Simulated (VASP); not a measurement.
Wanted: the native input for a VASP 6.6.1 run.

| Quantity | Value |
| --- | --- |
| Task | single point |
| Functional | LDA |
| Potentials or basis | VASP PAW LDA potentials, release 64 (Ti_sv, N) |
| Cutoff | 520 eV |
| k mesh | 16 × 16 × 16 |
| Occupations | fermi-dirac, width 0.15 eV |
| Spin | no spin polarisation |
| Dipole correction | no |
| Further INCAR settings | ALGO = Normal; EDIFF = 1e-06; NBANDS = 16 |

The structure of TiN (qlda) lies in POSCAR:

```
TiN
1.0
    0.0000000000      2.0865879584      2.0865879584
    2.0865879584      0.0000000000      2.0865879584
    2.0865879584      2.0865879584      0.0000000000
Ti N
1 1
Direct
    0.0000000000      0.0000000000      0.0000000000
    0.5000000000      0.5000000000      0.5000000000
```

One way to write it, as run:

INCAR

```
PREC = Accurate ; ENCUT = 520
EDIFF = 1E-6 ; ISMEAR = -1
SIGMA = 0.15 ; LREAL = F
LASPH = T ; NELM = 100
ALGO = Normal ; ISIF = 2
LWAVE = F ; LCHARG = T
GGA = CA ; LELF = T
LVHAR = T ; NBANDS = 16
```

KPOINTS

```
Automatic mesh
0
Gamma
  16 16 16
```

Potentials or basis: VASP PAW LDA potentials, release 64 (Ti_sv, N).

Command:

```sh
$ cat potpaw_LDA.64/Ti_sv/POTCAR potpaw_LDA.64/N/POTCAR > POTCAR
$ mpirun -np 1 vasp_std > vasp.out
```

It gave:

* Pressure: 1.0 GPa

It took 22 s on 1 thread of Intel(R) Xeon(R) Platinum 8488C (Sapphire Rapids) (shared host), peak memory 0.16 GiB.
